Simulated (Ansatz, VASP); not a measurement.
One calculation of Ge, two programs

File INCAR:

```
SYSTEM = Ge
PREC = Accurate ; ENCUT = 520
EDIFF = 1E-6 ; ISMEAR = 0
SIGMA = 0.1 ; LREAL = .FALSE.
LASPH = .TRUE. ; NELM = 80
ALGO = Normal ; ISIF = 2
LWAVE = .FALSE. ; LCHARG = .FALSE.
LDIPOL = .TRUE. ; IDIPOL = 3
DIPOL = 0.5 0.5 0.389 ; GGA = PE
IVDW = 12 ; NBANDS = 36
```

Contents of KPOINTS:

```
Automatic mesh
0
G
  9 9 1
  0 0 0
```

The input POSCAR:

```
Ge
1.0
    4.0226895460      0.0000000000      0.0000000000
   -2.0113447730      3.4837513384      0.0000000000
    0.0000000000      0.0000000000     18.8685220369
Ge
4
Direct
    0.3333333333      0.6666666667      0.2747571330
    0.6666666667      0.3333333333      0.2384924474
    0.7777777778      0.2222222222      0.5389146016
    1.1111111111     -0.1111111111      0.5026499161
```

Input for Ansatz:

```yaml
crystal:
  lattice:
    - [4.022689546, 0.0, 0.0]
    - [-2.011344773, 3.4837513384, 0.0]
    - [0.0, 0.0, 18.8685220369]
  atoms:
    - { symbol: Ge, position: [0.3333333333, 0.6666666667, 0.274757133] }
    - { symbol: Ge, position: [0.6666666667, 0.3333333333, 0.2384924474] }
    - { symbol: Ge, position: [0.7777777778, 0.2222222222, 0.5389146016] }
    - { symbol: Ge, position: [1.1111111111, -0.1111111111, 0.5026499161] }
basis:
  ecutwfc: 420
kpoints:
  mp_grid: { grid: [9, 9, 1] }
hamiltonian:
  xc: pbe
  pseudopotentials: { kind: paw, azcp: { folder: soft_1 } }
  dispersion: d3bj
scf:
  occupations: { method: gaussian, width: 0.1 }
output:
  forces: true
  eigenvalues: true
efield:
  axis: 3
  dipole_correction: true
  ramp_width: 0.04
```

Alike in both runs: task single point; functional PBE; dispersion D3(BJ); k mesh 9 × 9 × 1; occupations gaussian, width 0.1 eV; no spin polarisation.

```csv
,VASP,Ansatz
version,VASP 6.6.1,Ansatz 0.2.0
potentials or method,"VASP PAW PBE potentials, release 64 (Ge_d), cutoff 520 eV","scalar-relativistic, plane waves, PAW"
valence electrons in the cell,56,56
```

```tsv
	VASP	Ansatz	Ansatz less VASP
gap on the k mesh at the Fermi level (eV)	0.12	0.12	0.000
least direct gap on the mesh (eV)	0.12	0.12	0.000
rms of the force components (eV/Å)	0.046	0.046	-0.0001
```

Atom by atom the forces differ by 0.001 eV/Å (rms over components).
